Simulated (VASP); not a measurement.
# BeS (Pm-3m) in VASP: a series of runs

The runs below take BeS through single point, with PBE, r2SCAN.

All numbers are computed with VASP 6.6.1; they aren't measurements. Logs are shortened: lines on timing, memory, paths and dates and some standing lists are left out, and cuts for length are marked.

### 1 The cell of the first run

Symmetry: Pm-3m, No. 221, cubic system. Conventional cell: a = 2.941 Å, b = 2.941 Å, c = 2.941 Å, α = 90.00°, β = 90.00°, γ = 90.00°. Be (site symmetry m-3m) has 8 S at 2.55 Å and 6 Be at 2.94 Å within 3.4 Å. S (site symmetry m-3m) has 8 Be at 2.55 Å and 6 S at 2.94 Å within 3.4 Å.

### 2 Single point, PBE

File INCAR:

```
SYSTEM = BeS
PREC = Accurate
ENCUT = 520
EDIFF = 1E-6
ISMEAR = -1
SIGMA = 0.02
LREAL = .False.
LASPH = .True.
NELM = 80
ALGO = Normal
ISIF = 2
LWAVE = .False.
LCHARG = .False.
GGA = PE
NBANDS = 11
```

File KPOINTS:

```
regular mesh
0
Gamma
  6 6 6
  0 0 0
```

File POSCAR:

```
BeS
1.0
    2.9413850405      0.0000000000      0.0000000000
    0.0000000000      2.9413850405      0.0000000000
    0.0000000000      0.0000000000      2.9413850405
Be S
1 1
Direct
    0.0000000000      0.0000000000      0.0000000000
    0.5000000000      0.5000000000      0.5000000000
```

Potentials or basis: VASP PAW PBE potentials, release 64 (Be, S).

Started as:

```sh
$ cat potpaw_PBE.64/Be/POTCAR potpaw_PBE.64/S/POTCAR > POTCAR
$ mpirun -np 1 vasp_std > vasp.out
```

OUTCAR:

```text
SYSTEM = BeS
   PREC = Accurate
   ENCUT = 520
   EDIFF = 1E-6
   ISMEAR = -1
   LREAL = .False.
   LASPH = .True.
   NELM = 80
   ISIF = 2
   GGA = PE

 ion  position               nearest neighbor table
   1  0.000  0.000  0.000-   2 2.55   2 2.55   2 2.55   2 2.55   2 2.55   2 2.55   2 2.55   2 2.55

   2  0.500  0.500  0.500-   1 2.55   1 2.55   1 2.55   1 2.55   1 2.55   1 2.55   1 2.55   1 2.55

  LATTYP: Found a simple cubic cell.
 ALAT       =     2.9413850405

  Lattice vectors:

 A1 = (   2.9413850405,   0.0000000000,   0.0000000000)
 A2 = (   0.0000000000,   2.9413850405,   0.0000000000)
 A3 = (   0.0000000000,   0.0000000000,   2.9413850405)

Analysis of symmetry for initial positions (statically):
=====================================================================
 Subroutine PRICEL returns:
 Original cell was already a primitive cell.

 Routine SETGRP: Setting up the symmetry group for a
 simple cubic supercell.

 Subroutine GETGRP returns: Found 48 space group operations
[... 9 lines left out ...]

 Routine SETGRP: Setting up the symmetry group for a
 simple cubic supercell.

 Subroutine GETGRP returns: Found 48 space group operations
[... 11 lines left out ...]
                                     Primitive cell

  volume of cell :      25.4481

  direct lattice vectors                    reciprocal lattice vectors
     2.941385041  0.000000000  0.000000000     0.339975891  0.000000000  0.000000000
     0.000000000  2.941385041  0.000000000     0.000000000  0.339975891  0.000000000
     0.000000000  0.000000000  2.941385041     0.000000000  0.000000000  0.339975891

  length of vectors
     2.941385041  2.941385041  2.941385041     0.339975891  0.339975891  0.339975891

  position of ions in fractional coordinates (direct lattice)
     0.000000000  0.000000000  0.000000000
     0.500000000  0.500000000  0.500000000

  ion indices of the primitive-cell ions
   primitive index   ion index
                 1           1
                 2           2

----------------------------------------------------------------------------------------

 KPOINTS: regular mesh

Automatic generation of k-mesh.
 Grid dimensions read from file:
 generate k-points for:    6    6    6

 Generating k-lattice:

  Cartesian coordinates                     Fractional coordinates (reciprocal lattice)
     0.056662649  0.000000000  0.000000000     0.166666667  0.000000000  0.000000000
     0.000000000  0.056662649  0.000000000     0.000000000  0.166666667  0.000000000
     0.000000000  0.000000000  0.056662649     0.000000000  0.000000000  0.166666667

  Length of vectors
     0.056662649  0.056662649  0.056662649

  Shift w.r.t. Gamma in fractional coordinates (k-lattice)
     0.000000000  0.000000000  0.000000000

 Subroutine IBZKPT returns following result:
 ===========================================

 Found     20 irreducible k-points:

 Following reciprocal coordinates:
            Coordinates               Weight
  0.000000  0.000000  0.000000      1.000000
  0.166667  0.000000  0.000000      6.000000
  0.333333  0.000000  0.000000      6.000000
  0.500000  0.000000  0.000000      3.000000
  0.166667  0.166667  0.000000     12.000000
  0.333333  0.166667  0.000000     24.000000
[... 12 lines left out ...]
  0.500000  0.500000  0.333333      6.000000
  0.500000  0.500000  0.500000      1.000000
   k-points           NKPTS =     20   k-points in BZ     NKDIM =     20   number of bands    NBANDS=     11
   number of dos      NEDOS =    301   number of ions     NIONS =      2
   total plane-waves  NPLWV =  13824
   dimension x,y,z NGX =    24 NGY =   24 NGZ =   24
   dimension x,y,z NGXF=    48 NGYF=   48 NGZF=   48
   ions per type =               1   1
   NGX,Y,Z   is equivalent  to a cutoff of  13.56, 13.56, 13.56 a.u.
   NGXF,Y,Z  is equivalent  to a cutoff of  27.13, 27.13, 27.13 a.u.
 SYSTEM =  BeS
   PREC   = accura    normal or accurate (medium, high low for compatibility)
   ISTART =      0    job   : 0-new  1-cont  2-samecut
   ICHARG =      2    charge: 1-file 2-atom 10-const
   ISPIN  =      1    spin polarized calculation?
   LNONCOLLINEAR =      F non collinear calculations
   LSORBIT =      F    spin-orbit coupling
   LASPH  =      T    aspherical Exc in radial PAW
   ENCUT  =  520.0 eV  38.22 Ry    6.18 a.u.   5.47  5.47  5.47*2*pi/ulx,y,z
   NELM   =     80;   NELMIN=  2; NELMDL= -5     # of ELM steps
   EDIFF  = 0.1E-05   stopping-criterion for ELM
   LREAL  =      F    real-space projection
   EDIFFG = 0.1E-04   stopping-criterion for IOM
   NSW    =      0    number of steps for IOM
   IBRION =     -1    ionic relax: 0-MD 1-quasi-New 2-CG
   NFREE  =      0    steps in history (QN), initial steepest desc. (CG)
   ISIF   =      2    stress and relaxation
   ISYM   =      2    0-nonsym 1-usesym 2-fastsym
   POTIM  = 0.5000    time-step for ionic-motion
   TEBEG  =    0.0;   TEEND  =   0.0 temperature during run
   PSTRESS=    0.0 pullay stress
   NELECT =       8.0000    total number of electrons
   NUPDOWN=      -1.0000    fix difference up-down
   EMIN   =  10.00;   EMAX   =-10.00  energy-range for DOS
   EFERMI =   0.00;   METHOD = LEGACY
   ISMEAR =    -1;   SIGMA  =   0.02  broadening in eV -4-tet -1-fermi 0-gaus
   EFERMI_NEDOS =   21; number of points for ismear=-14 and -15
   IALGO  =     38    algorithm
   IMIX   =      4    mixing-type and parameters
     AMIX     =   0.40;   BMIX     =  1.00
     AMIX_MAG =   1.60;   BMIX_MAG =  1.00
  volume/ion in A,a.u.               =      12.72        85.87
  Fermi-wavevector in a.u.,A,eV,Ry     =   1.113148  2.103545 16.858961  1.239099
  Thomas-Fermi vector in A             =   2.249730
   LORBIT       =      0    0 simple, 1 ext, 2 COOP (PROOUT), +10 PAW based schemes
   GGA     = PE    functional components
   LHFCALC =     F    Hartree Fock is set to
   AEXX    =    0.0000 exact exchange contribution
   IVDW    =     0    specifies the selected vdW correction
   LEPSILON=     F    determine dielectric tensor
   LRPA    =     F    only Hartree local field effects (RPA)
 non-spin polarized calculation
  energy-cutoff  :      520.00
  volume of cell :       25.45
 maximum number of plane-waves:       700
 NGX is ok and might be reduce to    24
   NGX = 11   NGY = 11   NGZ = 11

 number of electron       8.0000001 magnetization

 Free energy of the ion-electron system (eV)
  ---------------------------------------------------
  ext. energy  EPLUGINS =         0.00000000
  ---------------------------------------------------
  free energy    TOTEN  =        -6.99557934 eV

  energy without entropy =       -6.99233742  energy(sigma->0) =       -6.99395838

 E-fermi :   7.3985     XC(G=0): -10.6581

 val. band max:        7.3896284470   @ k =   0.5000   0.3333   0.1667
 cond. band min:       7.4518167894   @ k =   0.5000   0.0000   0.0000
 fundamental gap:      0.0621883424
 Fermi energy:         7.3984712611

 k-point     1 :       0.0000    0.0000    0.0000
  band No.  band energies     occupation
      1      -8.5899      2.00000
      2       5.7521      2.00000
      3       5.7521      2.00000
      4       5.7521      2.00000
      5       9.0633      0.00000
      6      12.5342      0.00000
      7      12.5342      0.00000
      8      17.4182      0.00000
      9      17.4182      0.00000
     10      17.4182      0.00000
     11      23.3809      0.00000

 k-point     2 :       0.1667    0.0000    0.0000
  band No.  band energies     occupation
      1      -8.2565      2.00000
      2       3.3028      2.00000
      3       6.0696      2.00000
      4       6.0696      2.00000
      5       9.8669      0.00000
      6      12.9538      0.00000
      7      14.8100      0.00000
      8      16.1478      0.00000
      9      16.1478      0.00000
     10      17.0845      0.00000
     11      23.6739      0.00000

 k-point     3 :       0.3333    0.0000    0.0000
  band No.  band energies     occupation
      1      -7.4018      2.00000
      2       0.2621      2.00000
      3       6.8789      2.00000
      4       6.8789      2.00000
      5      10.5600      0.00000
      6      13.8828      0.00000
      7      13.8828      0.00000
      8      14.1114      0.00000
      9      14.8898      0.00000
     10      20.9440      0.00000
     11      21.1286      0.00000

 k-point     4 :       0.5000    0.0000    0.0000
  band No.  band energies     occupation
      1      -6.7910      2.00000
      2      -1.1244      2.00000
      3       7.4518      0.12986
      4       7.4518      0.12986
      5      10.9510      0.00000
      6      12.7161      0.00000
      7      12.7161      0.00000
      8      14.2357      0.00000
      9      15.1138      0.00000
     10      19.2034      0.00000
     11      24.8530      0.00000

 k-point     5 :       0.1667    0.1667    0.0000
  band No.  band energies     occupation
      1      -7.9222      2.00000
      2       3.5312      2.00000
      3       3.7212      2.00000
      4       6.3740      2.00000
      5      10.9173      0.00000
      6      13.7044      0.00000
      7      15.1497      0.00000
      8      15.4565      0.00000
      9      15.6435      0.00000
     10      17.6315      0.00000
     11      21.5055      0.00000
[... 155 lines left out ...]
 k-point    17 :       0.3333    0.3333    0.3333
  band No.  band energies     occupation
      1      -5.0429      2.00000
      2       2.3037      2.00000
      3       2.8882      2.00000
      4       2.8882      2.00000
      5       9.5184      0.00000
      6       9.5184      0.00000
      7       9.6323      0.00000
      8      14.2994      0.00000
      9      22.6514      0.00000
     10      23.1559      0.00000
     11      23.1559      0.00000

 k-point    18 :       0.5000    0.3333    0.3333
  band No.  band energies     occupation
      1      -4.4606      2.00000
      2       1.3513      2.00000
      3       3.0565      2.00000
      4       3.7565      2.00000
      5       7.8519      0.00000
      6       8.4012      0.00000
      7      10.1638      0.00000
      8      13.3580      0.00000
      9      23.3111      0.00000
     10      23.6780      0.00000
     11      24.5960      0.00000

 k-point    19 :       0.5000    0.5000    0.3333
  band No.  band energies     occupation
      1      -3.9098      2.00000
      2       2.1048      2.00000
      3       2.1048      2.00000
      4       4.1857      2.00000
      5       6.5702      2.00000
      6       8.6977      0.00000
      7       8.6977      0.00000
      8      12.2950      0.00000
      9      24.4599      0.00000
     10      25.6896      0.00000
     11      25.6896      0.00000

 k-point    20 :       0.5000    0.5000    0.5000
  band No.  band energies     occupation
      1      -3.4144      2.00000
      2       3.0101      2.00000
      3       3.0101      2.00000
      4       3.0101      2.00000
      5       6.9730      2.00000
      6       6.9730      2.00000
      7       6.9730      2.00000
      8      11.3620      0.00000
      9      28.1163      0.00000
     10      28.1163      0.00000
     11      28.1173      0.00000

------------------------ aborting loop because EDIFF is reached ----------------------------------------

  FORCE on cell =-STRESS in cart. coord.  units (eV):
  Direction    XX          YY          ZZ          XY          YZ          ZX
  --------------------------------------------------------------------------------------
  -------------------------------------------------------------------------------------
  Total       -0.3632627     -0.3632627     -0.3632627      0.0000000     -0.0000000      0.0000000
  in kB      -22.8705035    -22.8705035    -22.8705035      0.0000000     -0.0000000      0.0000000
  external PRESSURE =     -22.8705035 kB  Pullay stress =       0.0000000 kB

 VOLUME and BASIS-vectors are now :
 -----------------------------------------------------------------------------
  energy-cutoff  :      520.00
  volume of cell :       25.45
      direct lattice vectors                 reciprocal lattice vectors
     2.941385041  0.000000000  0.000000000     0.339975891  0.000000000  0.000000000
     0.000000000  2.941385041  0.000000000     0.000000000  0.339975891  0.000000000
     0.000000000  0.000000000  2.941385041     0.000000000  0.000000000  0.339975891

 POSITION                                       TOTAL-FORCE (eV/Angst)
 -----------------------------------------------------------------------------------
      0.00000      0.00000      0.00000         0.000000      0.000000      0.000000
      1.47069      1.47069      1.47069         0.000000      0.000000      0.000000
 -----------------------------------------------------------------------------------
    total drift:                               -0.000000     -0.000000     -0.000000

  FREE ENERGIE OF THE ION-ELECTRON SYSTEM (eV)
  ---------------------------------------------------
  free  energy   TOTEN  =        -6.9955793370 eV

  energy  without entropy=       -6.9923374181  energy(sigma->0) =       -6.99395838
```

It took 2.7 s on 1 thread of Intel Xeon Platinum 8488C (Sapphire Rapids), shared host; peak memory 0.13 GiB.

Results:

| Item | Value |
| --- | --- |
| Free energy | -6.9956 eV |
| Pressure | -2.3 GPa |
| Band gap on the k mesh | zero (band 4 reaches 7.76 eV, above the bottom of band 5 at 6.57 eV) |

### 3 Single point, r2SCAN

POSCAR is that of step 2.

File INCAR.step1:

```
PREC = Accurate
ENCUT = 520
ISMEAR = -1
SIGMA = 0.02
LREAL = F
LASPH = T
NELM = 100
NBANDS = 11
GGA = PE
ALGO = Normal
EDIFF = 1E-4
LWAVE = T
LCHARG = F
```

File INCAR.step2:

```
PREC = Accurate
ENCUT = 520
EDIFF = 1E-6
ISMEAR = -1
SIGMA = 0.02
LREAL = F
LASPH = T
NELM = 100
ALGO = Normal
ISIF = 2
LWAVE = F
LCHARG = F
METAGGA = R2SCAN
LMIXTAU = T
NBANDS = 11
ISTART = 1
```

File KPOINTS:

```
Automatic mesh
0
Gamma
  6 6 6
```

Potentials or basis: VASP PAW PBE potentials, release 64 (Be, S).

Started as:

```sh
$ cat potpaw_PBE.64/Be/POTCAR potpaw_PBE.64/S/POTCAR > POTCAR
$ cp INCAR.step1 INCAR
$ mpirun -np 1 vasp_std > vasp.out
$ cp INCAR.step2 INCAR
$ mpirun -np 1 vasp_std > vasp.out
```

Run time: 11 s. Hardware: 1 thread of Intel Xeon Platinum 8488C (Sapphire Rapids), shared host; peak memory 0.13 GiB.

It converged, with:

| Property | Result |
| --- | --- |
| Free energy | -11.3715 eV |
| Pressure | -1.0 GPa |
| Band gap on the k mesh | zero (band 4 reaches 7.78 eV, above the bottom of band 5 at 6.67 eV) |

Levels at points of the mesh, in eV from the Fermi level:
```
           k point  band 1  band 2  band 3  band 4  band 5  band 6  band 7  band 8  band 9
(0.00, 0.00, 0.00)  -16.91   -1.85   -1.85   -1.85    2.03    5.46    5.46   10.94   10.94
(0.50, 0.00, 0.00)  -14.99   -9.08   -0.07   -0.07    4.04    5.70    5.70    7.45    8.16
(0.50, 0.50, 0.00)  -13.03   -7.19   -7.19   -1.74    0.99    8.47    8.47    8.80   10.31
(0.50, 0.50, 0.50)  -11.38   -4.72   -4.72   -4.72   -0.39   -0.39   -0.39    4.32   22.17
```

Caveat: the PAW data sets were made with another functional, which shifts forces and pressure a little.
